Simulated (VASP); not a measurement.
## AgBr: single point with PBE

The system is AgBr.

```
Ag Br
1.0
     0.00000    2.87015    2.87015
     2.87015    0.00000    2.87015
     2.87015    2.87015    0.00000
Ag Br
1 1
Direct
  0.00000 0.00000 0.00000
  0.50000 0.50000 0.50000
```

```
Program                : VASP 6.6.1
Task                   : single point
Functional             : PBE
Potentials or basis    : VASP PAW PBE potentials, release 64 (Ag, Br)
Cutoff                 : 500 eV
k mesh                 : 8 × 8 × 8
Occupations            : gaussian, width 0.029 eV
Spin                   : no spin polarisation
Dipole correction      : no
Further INCAR settings : ALGO = Normal; EDIFF = 1e-06; NBANDS = 16
```

The pressure is 2.3 GPa. The band gap on the k mesh is 0.67 eV, indirect (least direct gap 2.61 eV).

Levels at points of the mesh, in eV from the valence-band top:
```csv
k point,band 5,band 6,band 7,band 8,band 9,band 10,band 11,band 12,band 13,band 14
"(0.00, 0.00, 0.00)",-2.80,-2.80,-1.93,-1.93,-1.93,0.67,9.91,9.91,9.91,11.14
"(0.50, 0.00, 0.00)",-2.49,-2.49,-2.15,0.00,0.00,3.73,6.59,6.76,6.76,12.25
"(0.50, 0.50, 0.00)",-2.84,-2.64,-2.39,-2.39,-2.29,1.60,7.05,9.06,11.05,11.05
```

It took 40 s on 1 thread of AMD EPYC 7R13 (shared host), peak memory 0.15 GiB.

A k mesh can miss the band edges. As with any semilocal functional, this PBE gap is likely too small.
